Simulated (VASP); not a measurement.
# CO2 (Pa-3) in VASP: notebook

CO2 is run at these levels: PBE; tasks: single point.

All numbers are computed with VASP 6.6.1; they aren't measurements. Logs are shortened: lines on timing, memory, paths and dates and some standing lists are left out, and cuts for length are marked.

### 1 The cell of the first run

The structure is cubic, space group Pa-3 (No. 205). The conventional cell has a = 5.787 Å, b = 5.787 Å, c = 5.787 Å, α = 90.00°, β = 90.00°, γ = 90.00°. C (site symmetry -3) has 2 O at 1.12 Å within 1.5 Å. O (site symmetry 3) has 1 C at 1.12 Å within 1.5 Å.

### 2 Single point, PBE (16.15 Å³/atom)

INCAR reads:

```
PREC = Accurate
ENCUT = 1340
EDIFF = 1E-6
ISMEAR = 0
SIGMA = 0.05
LREAL = F
LASPH = T
NELM = 120
ALGO = Normal
ISIF = 2
LWAVE = F
LCHARG = F
GGA = PE
NBANDS = 44
GGA_COMPAT = F
```

KPOINTS reads:

```
Automatic mesh
0
Gamma
  4 4 4
```

POSCAR reads:

```
CO2
1.0
    5.7873286587      0.0000000000      0.0000000000
    0.0000000000      5.7873286587      0.0000000000
    0.0000000000      0.0000000000      5.7873286587
C O
4 8
Direct
    0.0000000000      0.0000000000      0.0000000000
    0.5000000000      0.0000000000      0.5000000000
    0.5000000000      0.5000000000      0.0000000000
    0.0000000000      0.5000000000      0.5000000000
    0.1114834447      0.1114834447      0.1114834447
    0.3885165553      0.8885165553      0.6114834447
    0.6114834447      0.3885165553      0.8885165553
    0.8885165553      0.6114834447      0.3885165553
    0.8885165553      0.8885165553      0.8885165553
    0.6114834447      0.1114834447      0.3885165553
    0.3885165553      0.6114834447      0.1114834447
    0.1114834447      0.3885165553      0.6114834447
```

Potentials or basis: VASP PAW PBE potentials, release 64 (C_h, O_h).

Run with:

```console
$ cat potpaw_PBE.64/C_h/POTCAR potpaw_PBE.64/O_h/POTCAR > POTCAR
$ mpirun -np 1 vasp_std > vasp.out
```

OUTCAR:

```text
PREC = Accurate
   ENCUT = 1340
   EDIFF = 1E-6
   ISMEAR = 0
   LREAL = F
   LASPH = T
   NELM = 120
   ISIF = 2
   GGA = PE

 ion  position               nearest neighbor table
   1  0.000  0.000  0.000-   5 1.12   9 1.12
   2  0.500  0.000  0.500-   6 1.12  10 1.12
   3  0.500  0.500  0.000-   7 1.12  11 1.12
   4  0.000  0.500  0.500-   8 1.12  12 1.12
   5  0.111  0.111  0.111-   1 1.12
   6  0.389  0.889  0.611-   2 1.12
   7  0.611  0.389  0.889-   3 1.12
   8  0.889  0.611  0.389-   4 1.12
   9  0.889  0.889  0.889-   1 1.12
  10  0.611  0.111  0.389-   2 1.12
  11  0.389  0.611  0.111-   3 1.12
  12  0.111  0.389  0.611-   4 1.12

  LATTYP: Found a simple cubic cell.
 ALAT       =     5.7873286587

  Lattice vectors:

 A1 = (   5.7873286587,   0.0000000000,   0.0000000000)
 A2 = (   0.0000000000,   5.7873286587,   0.0000000000)
 A3 = (   0.0000000000,   0.0000000000,   5.7873286587)

Analysis of symmetry for initial positions (statically):
=====================================================================
 Subroutine PRICEL returns:
 Original cell was already a primitive cell.

 Routine SETGRP: Setting up the symmetry group for a
 simple cubic supercell.

 Subroutine GETGRP returns: Found 24 space group operations
 (whereof  6 operations were pure point group operations)
 out of a pool of 48 trial point group operations.

The static configuration has the point symmetry S_6 .
 The point group associated with its full space group is T_h .

Analysis of symmetry for dynamics (positions and initial velocities):
=====================================================================
 Subroutine PRICEL returns:
 Original cell was already a primitive cell.

 Routine SETGRP: Setting up the symmetry group for a
 simple cubic supercell.

 Subroutine GETGRP returns: Found 24 space group operations
 (whereof  6 operations were pure point group operations)
 out of a pool of 48 trial point group operations.

The dynamic configuration has the point symmetry S_6 .
 The point group associated with its full space group is T_h .

 Subroutine INISYM returns: Found 24 space group operations
 (whereof  6 operations are pure point group operations),
 and found     1 'primitive' translations

----------------------------------------------------------------------------------------

                                     Primitive cell

  volume of cell :     193.8360

  direct lattice vectors                    reciprocal lattice vectors
     5.787328659  0.000000000  0.000000000     0.172791293  0.000000000  0.000000000
     0.000000000  5.787328659  0.000000000     0.000000000  0.172791293  0.000000000
     0.000000000  0.000000000  5.787328659     0.000000000  0.000000000  0.172791293

  length of vectors
     5.787328659  5.787328659  5.787328659     0.172791293  0.172791293  0.172791293

  position of ions in fractional coordinates (direct lattice)
     0.000000000  0.000000000  0.000000000
     0.500000000  0.000000000  0.500000000
     0.500000000  0.500000000  0.000000000
     0.000000000  0.500000000  0.500000000
     0.111483445  0.111483445  0.111483445
     0.388516555  0.888516555  0.611483445
     0.611483445  0.388516555  0.888516555
     0.888516555  0.611483445  0.388516555
     0.888516555  0.888516555  0.888516555
     0.611483445  0.111483445  0.388516555
     0.388516555  0.611483445  0.111483445
     0.111483445  0.388516555  0.611483445

  ion indices of the primitive-cell ions
   primitive index   ion index
                 1           1
                 2           2
                 3           3
                 4           4
                 5           5
                 6           6
                 7           7
                 8           8
                 9           9
                10          10
                11          11
                12          12

----------------------------------------------------------------------------------------

 KPOINTS: Automatic mesh

Automatic generation of k-mesh.
 Grid dimensions read from file:
 generate k-points for:    4    4    4

 Generating k-lattice:

  Cartesian coordinates                     Fractional coordinates (reciprocal lattice)
     0.043197823  0.000000000  0.000000000     0.250000000  0.000000000  0.000000000
     0.000000000  0.043197823  0.000000000     0.000000000  0.250000000  0.000000000
     0.000000000  0.000000000  0.043197823     0.000000000  0.000000000  0.250000000

  Length of vectors
     0.043197823  0.043197823  0.043197823

  Shift w.r.t. Gamma in fractional coordinates (k-lattice)
     0.000000000  0.000000000  0.000000000

 Subroutine IBZKPT returns following result:
 ===========================================

 Found     11 irreducible k-points:

 Following reciprocal coordinates:
            Coordinates               Weight
  0.000000  0.000000  0.000000      1.000000
  0.250000  0.000000  0.000000      6.000000
  0.500000  0.000000  0.000000      3.000000
  0.250000  0.250000  0.000000     12.000000
  0.500000  0.250000  0.000000      6.000000
 -0.250000  0.500000  0.000000      6.000000
  0.500000  0.500000  0.000000      3.000000
  0.250000  0.250000  0.250000      8.000000
  0.500000  0.250000  0.250000     12.000000
  0.500000  0.500000  0.250000      6.000000
  0.500000  0.500000  0.500000      1.000000
   k-points           NKPTS =     11   k-points in BZ     NKDIM =     11   number of bands    NBANDS=     44
   number of dos      NEDOS =    301   number of ions     NIONS =     12
   total plane-waves  NPLWV = 343000
   dimension x,y,z NGX =    70 NGY =   70 NGZ =   70
   dimension x,y,z NGXF=   140 NGYF=  140 NGZF=  140
   ions per type =               4   8
   NGX,Y,Z   is equivalent  to a cutoff of  20.11, 20.11, 20.11 a.u.
   NGXF,Y,Z  is equivalent  to a cutoff of  40.22, 40.22, 40.22 a.u.
 SYSTEM =  unknown system
   PREC   = accura    normal or accurate (medium, high low for compatibility)
   ISTART =      0    job   : 0-new  1-cont  2-samecut
   ICHARG =      2    charge: 1-file 2-atom 10-const
   ISPIN  =      1    spin polarized calculation?
   LNONCOLLINEAR =      F non collinear calculations
   LSORBIT =      F    spin-orbit coupling
   LASPH  =      T    aspherical Exc in radial PAW
   ENCUT  = 1340.0 eV  98.49 Ry    9.92 a.u.  17.27 17.27 17.27*2*pi/ulx,y,z
   NELM   =    120;   NELMIN=  2; NELMDL= -5     # of ELM steps
   EDIFF  = 0.1E-05   stopping-criterion for ELM
   LREAL  =      F    real-space projection
   EDIFFG = 0.1E-04   stopping-criterion for IOM
   NSW    =      0    number of steps for IOM
   IBRION =     -1    ionic relax: 0-MD 1-quasi-New 2-CG
   NFREE  =      0    steps in history (QN), initial steepest desc. (CG)
   ISIF   =      2    stress and relaxation
   ISYM   =      2    0-nonsym 1-usesym 2-fastsym
   POTIM  = 0.5000    time-step for ionic-motion
   TEBEG  =    0.0;   TEEND  =   0.0 temperature during run
   PSTRESS=    0.0 pullay stress
   NELECT =      64.0000    total number of electrons
   NUPDOWN=      -1.0000    fix difference up-down
   EMIN   =  10.00;   EMAX   =-10.00  energy-range for DOS
   EFERMI =   0.00;   METHOD = LEGACY
   ISMEAR =     0;   SIGMA  =   0.05  broadening in eV -4-tet -1-fermi 0-gaus
   EFERMI_NEDOS =   21; number of points for ismear=-14 and -15
   IALGO  =     38    algorithm
   IMIX   =      4    mixing-type and parameters
     AMIX     =   0.40;   BMIX     =  1.00
     AMIX_MAG =   1.60;   BMIX_MAG =  1.00
  volume/ion in A,a.u.               =      16.15       109.01
  Fermi-wavevector in a.u.,A,eV,Ry     =   1.131506  2.138235 17.419603  1.280305
  Thomas-Fermi vector in A             =   2.268205
   LORBIT       =      0    0 simple, 1 ext, 2 COOP (PROOUT), +10 PAW based schemes
   GGA     = PE    functional components
   LHFCALC =     F    Hartree Fock is set to
   AEXX    =    0.0000 exact exchange contribution
   IVDW    =     0    specifies the selected vdW correction
   LEPSILON=     F    determine dielectric tensor
   LRPA    =     F    only Hartree local field effects (RPA)
 non-spin polarized calculation
 Gauss-broadening in eV      SIGMA  =   0.05
  energy-cutoff  :     1340.00
  volume of cell :      193.84
 maximum number of plane-waves:     21650
 NGX is ok and might be reduce to    70
   NGX = 35   NGY = 35   NGZ = 35

 number of electron      63.9999991 magnetization

 Free energy of the ion-electron system (eV)
  ---------------------------------------------------
  ext. energy  EPLUGINS =         0.00000000
  ---------------------------------------------------
  free energy    TOTEN  =       -92.04717594 eV

  energy without entropy =      -92.04717594  energy(sigma->0) =      -92.04717594

 E-fermi :  -3.5078     XC(G=0):  -7.3764

 val. band max:       -3.8167580893   @ k =   0.0000   0.0000   0.0000
 cond. band min:       3.2911388940   @ k =   0.0000   0.0000   0.0000
 fundamental gap:      7.1078969833
 Fermi energy:        -3.5078378736

 k-point     1 :       0.0000    0.0000    0.0000
  band No.  band energies     occupation
      1     -24.7330      2.00000
      2     -24.6086      2.00000
      3     -24.6086      2.00000
      4     -24.6086      2.00000
      5     -23.6809      2.00000
      6     -23.6809      2.00000
[... 36 lines left out ...]
     43       7.3065      0.00000
     44       7.3065      0.00000

 k-point     2 :       0.2500    0.0000    0.0000
  band No.  band energies     occupation
      1     -24.7154      2.00000
      2     -24.6275      2.00000
      3     -24.6085      2.00000
      4     -24.6085      2.00000
      5     -23.6803      2.00000
      6     -23.6803      2.00000
[... 36 lines left out ...]
     43       7.6337      0.00000
     44       7.6887      0.00000

 k-point     3 :       0.5000    0.0000    0.0000
  band No.  band energies     occupation
      1     -24.6721      2.00000
      2     -24.6721      2.00000
      3     -24.6084      2.00000
      4     -24.6084      2.00000
      5     -23.6798      2.00000
      6     -23.6798      2.00000
[... 36 lines left out ...]
     43       8.2530      0.00000
     44       8.2531      0.00000

 k-point     4 :       0.2500    0.2500    0.0000
  band No.  band energies     occupation
      1     -24.7001      2.00000
      2     -24.6245      2.00000
      3     -24.6245      2.00000
      4     -24.6111      2.00000
      5     -23.6796      2.00000
      6     -23.6771      2.00000
[... 271 lines left out ...]
     43       7.0909      0.00000
     44       7.0909      0.00000

 k-point    10 :       0.5000    0.5000    0.2500
  band No.  band energies     occupation
      1     -24.6397      2.00000
      2     -24.6397      2.00000
      3     -24.6397      2.00000
      4     -24.6397      2.00000
      5     -23.6741      2.00000
      6     -23.6741      2.00000
[... 36 lines left out ...]
     43       6.2196      0.00000
     44       6.2196      0.00000

 k-point    11 :       0.5000    0.5000    0.5000
  band No.  band energies     occupation
      1     -24.6393      2.00000
      2     -24.6393      2.00000
      3     -24.6393      2.00000
      4     -24.6393      2.00000
      5     -23.6746      2.00000
      6     -23.6746      2.00000
[... 36 lines left out ...]
     43       6.1935      0.00000
     44       6.1935      0.00000

------------------------ aborting loop because EDIFF is reached ----------------------------------------

  FORCE on cell =-STRESS in cart. coord.  units (eV):
  Direction    XX          YY          ZZ          XY          YZ          ZX
  --------------------------------------------------------------------------------------
  -------------------------------------------------------------------------------------
  Total       19.2699164     19.2699164     19.2699164     -0.0000000     -0.0000000      0.0000000
  in kB      159.2780657    159.2780657    159.2780657     -0.0000000     -0.0000000      0.0000000
  external PRESSURE =     159.2780657 kB  Pullay stress =       0.0000000 kB

 VOLUME and BASIS-vectors are now :
 -----------------------------------------------------------------------------
  energy-cutoff  :     1340.00
  volume of cell :      193.84
      direct lattice vectors                 reciprocal lattice vectors
     5.787328659  0.000000000  0.000000000     0.172791293  0.000000000  0.000000000
     0.000000000  5.787328659  0.000000000     0.000000000  0.172791293  0.000000000
     0.000000000  0.000000000  5.787328659     0.000000000  0.000000000  0.172791293

 POSITION                                       TOTAL-FORCE (eV/Angst)
 -----------------------------------------------------------------------------------
      0.00000      0.00000      0.00000         0.000000      0.000000     -0.000000
      2.89366      0.00000      2.89366         0.000000      0.000000     -0.000000
      2.89366      2.89366      0.00000         0.000000      0.000000     -0.000000
      0.00000      2.89366      2.89366         0.000000      0.000000     -0.000000
      0.64519      0.64519      0.64519         3.708436      3.708436      3.708436
      2.24847      5.14214      3.53886        -3.708436     -3.708436      3.708436
      3.53886      2.24847      5.14214         3.708436     -3.708436     -3.708436
      5.14214      3.53886      2.24847        -3.708436      3.708436     -3.708436
      5.14214      5.14214      5.14214        -3.708436     -3.708436     -3.708436
      3.53886      0.64519      2.24847         3.708436      3.708436     -3.708436
      2.24847      3.53886      0.64519        -3.708436      3.708436      3.708436
      0.64519      2.24847      3.53886         3.708436     -3.708436      3.708436
 -----------------------------------------------------------------------------------
    total drift:                               -0.000000      0.000000      0.000000

  FREE ENERGIE OF THE ION-ELECTRON SYSTEM (eV)
  ---------------------------------------------------
  free  energy   TOTEN  =       -92.0471759447 eV

  energy  without entropy=      -92.0471759447  energy(sigma->0) =      -92.04717594
```

Wall time 5.5 min (1 thread of Intel Xeon Platinum 8488C (Sapphire Rapids), shared host); peak memory 0.84 GiB.

What came out:

| Property | Result |
| --- | --- |
| Free energy | -92.0472 eV |
| Pressure | 15.9 GPa |
| Largest force | 6.423 eV/Å |
| Band gap on the k mesh | 7.11 eV |

Forces in eV/Å, atoms in the order of the input:
```
C    0.000  0.000  0.000
C    0.000  0.000  0.000
C    0.000  0.000  0.000
C    0.000  0.000  0.000
O    3.708  3.708  3.708
O   -3.708 -3.708  3.708
O    3.708 -3.708 -3.708
O   -3.708  3.708 -3.708
O   -3.708 -3.708 -3.708
O    3.708  3.708 -3.708
O   -3.708  3.708  3.708
O    3.708 -3.708  3.708
```

Caveat: the cell stands under pressure; this functional lacks dispersion, which holds the molecules together, so the pressure and a relaxed volume are unreliable; forces of over 1 eV/Å act on the atoms, so gaps and moduli don't describe the material at rest. A k mesh can miss the band edges.

(Continued in part 2 of 2.)
